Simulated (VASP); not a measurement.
Set up this calculation in VASP 6.6.1, as the native input.

```
Task                   : single point
Functional             : PBE
Potentials or basis    : VASP PAW PBE potentials, release 64 (K_sv, Na_pv, B, Cl)
Cutoff                 : 520 eV
k mesh                 : 4 × 4 × 2
Occupations            : gaussian, width 0.1 eV
Spin                   : no spin polarisation
Dipole correction      : no
Further INCAR settings : ALGO = Normal; EDIFF = 1e-06; NBANDS = 46
```

The structure of K2NaBCl6 lies in POSCAR:

```
K2NaBCl6
1.0
    5.5945072000      0.0000000000      0.0000000000
    0.0888661000      5.5945047000      0.0000000000
    0.8459569000      0.8231893000      8.9570094000
K Na B Cl
2 1 1 6
Direct
    0.5730620000      0.5397650000      0.2888010000
    0.4586440000      0.4313880000      0.7168230000
    0.0246910000      0.9799490000      0.4997280000
    0.0776210000      0.9184440000      0.9991640000
    0.4036390000      0.9674500000      0.0028550000
    0.5202640000      0.9732870000      0.5156380000
    0.0204130000      0.5939720000      0.9955690000
    0.0338810000      0.4847470000      0.4836940000
    0.9133080000      0.0258420000      0.1710190000
    0.9744780000      0.0851570000      0.8267090000
```

These files were run (other wordings do the same):

INCAR

```
SYSTEM = K2NaBCl6
ALGO     = Normal         ! electronic algorithm
EDIFF    = 1E-6           ! SCF threshold, eV
ENCUT    = 520            ! plane-wave cutoff, eV
GGA      = PE             ! functional
ISIF     = 2              ! what is computed and relaxed
ISMEAR   = 0              ! smearing method
LASPH    = .TRUE.         ! aspherical terms in the spheres
LCHARG   = .FALSE.        ! write CHGCAR
LREAL    = .FALSE.        ! projectors in reciprocal space
LWAVE    = .FALSE.        ! write WAVECAR
NBANDS   = 46             ! bands
NELM     = 100            ! most SCF steps
PREC     = Accurate       ! precision mode
SIGMA    = 0.1            ! smearing width, eV
```

KPOINTS

```
k-points
0
G
  4 4 2
  0 0 0
```

Potentials or basis: VASP PAW PBE potentials, release 64 (K_sv, Na_pv, B, Cl).

Run with:

```bash
$ cat potpaw_PBE.64/K_sv/POTCAR potpaw_PBE.64/Na_pv/POTCAR potpaw_PBE.64/B/POTCAR potpaw_PBE.64/Cl/POTCAR > POTCAR
$ mpirun -np 1 vasp_std > vasp.out
```

Results of the run:

The pressure is -0.1 GPa, the largest force is 0.050 eV/Å and the band gap on the k mesh is 4.85 eV (least direct gap 4.93 eV).

Wall time 3.6 min on 1 thread of Intel(R) Xeon(R) Platinum 8488C (Sapphire Rapids) (shared host), peak memory 0.48 GiB.
